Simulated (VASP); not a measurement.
Here is a VASP 6.6.1 calculation.

INCAR

```
ALGO = Fast ; EDIFF = 1E-7
EDIFFG = -0.005 ; ENCUT = 600
GGA = PS ; IBRION = 2
ISIF = 3 ; ISMEAR = 0
LASPH = T ; LCHARG = F
LREAL = F ; LWAVE = F
NELM = 80 ; NSW = 100
PREC = Accurate ; SIGMA = 0.1
```

The input KPOINTS:

```
k-points
0
Gamma
  18 18 18
```

The input POSCAR:

```
Mo
1.0
   -1.5710000000      1.5710000000      1.5710000000
    1.5710000000     -1.5710000000      1.5710000000
    1.5710000000      1.5710000000     -1.5710000000
Mo
1
Direct
    0.0000000000      0.0000000000      0.0000000000
```

Potentials or basis: VASP PAW PBE potentials, release 64 (Mo_sv).

Run with:

```console
$ cat potpaw_PBE.64/Mo_sv/POTCAR > POTCAR
$ mpirun -np 1 vasp_std > vasp.out
```

Estimate the relaxed volume.

15.35 Å³/atom.

What does it give for the band gap on the k mesh?

Zero (band 7 reaches 16.88 eV, above the bottom of band 8 at 11.36 eV).

Estimate the relaxed cell.

a = 2.712 Å, b = 2.712 Å, c = 2.712 Å, α = 109.47°, β = 109.47°, γ = 109.47°.

Estimate the space group after relaxing (to 0.05 Å).

Im-3m (No. 229).

Final structure:
```cif
data_structure
_symmetry_space_group_name_H-M 'P 1'
_symmetry_Int_Tables_number 1
_cell_length_a 2.7115
_cell_length_b 2.7115
_cell_length_c 2.7115
_cell_angle_alpha 109.471
_cell_angle_beta 109.471
_cell_angle_gamma 109.471
_cell_volume 15.35
loop_
_atom_site_label
_atom_site_type_symbol
_atom_site_fract_x
_atom_site_fract_y
_atom_site_fract_z
_atom_site_occupancy
Mo1 Mo 0.00000 0.00000 0.00000 1
```

Caveat: the PAW data sets were made with another functional, which shifts forces and pressure a little.
